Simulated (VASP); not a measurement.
Write the native input for VASP 6.6.1 that does the following.

```yaml
Task: single point
Functional: LDA
Potentials_or_basis: VASP PAW LDA potentials, release 64 (Au)
Cutoff: 520 eV
k_mesh: 6 × 6 × 6
Occupations: fermi-dirac, width 0.05 eV
Spin: no spin polarisation
Dipole_correction: no
Further_INCAR_settings: ALGO = Normal; EDIFF = 1e-06; NBANDS = 12
```

The structure of Au lies in POSCAR:

```
Au
1.0
   -1.6572690000      1.6572690000      1.6572690000
    1.6572690000     -1.6572690000      1.6572690000
    1.6572690000      1.6572690000     -1.6572690000
Au
1
Direct
    0.0000000000      0.0000000000      0.0000000000
```

These files were run (other wordings do the same):

INCAR

```
SYSTEM = Au
ALGO     = Normal         ! electronic algorithm
EDIFF    = 1E-6           ! SCF threshold, eV
ENCUT    = 520            ! plane-wave cutoff, eV
GGA      = CA             ! functional
ISIF     = 2              ! what is computed and relaxed
ISMEAR   = -1             ! smearing method
LASPH    = .True.         ! aspherical terms in the spheres
LCHARG   = .False.        ! write CHGCAR
LREAL    = .False.        ! projectors in reciprocal space
LWAVE    = .False.        ! write WAVECAR
NBANDS   = 12             ! bands
NELM     = 80             ! most SCF steps
PREC     = Accurate       ! precision mode
SIGMA    = 0.05           ! smearing width, eV
```

KPOINTS

```
k-points
0
Gamma
  6 6 6
  0 0 0
```

Potentials or basis: VASP PAW LDA potentials, release 64 (Au).

Run with:

```console
$ cat potpaw_LDA.64/Au/POTCAR > POTCAR
$ mpirun -np 1 vasp_std > vasp.out
```

It gave:

| Property | Result |
| --- | --- |
| Pressure | -13.2 GPa |

Caveat: the k points lie up to 0.45 Å⁻¹ apart.

Run time: 2.7 s on 1 thread of Intel Xeon 8259CL, on a shared host, peak memory 0.13 GiB.
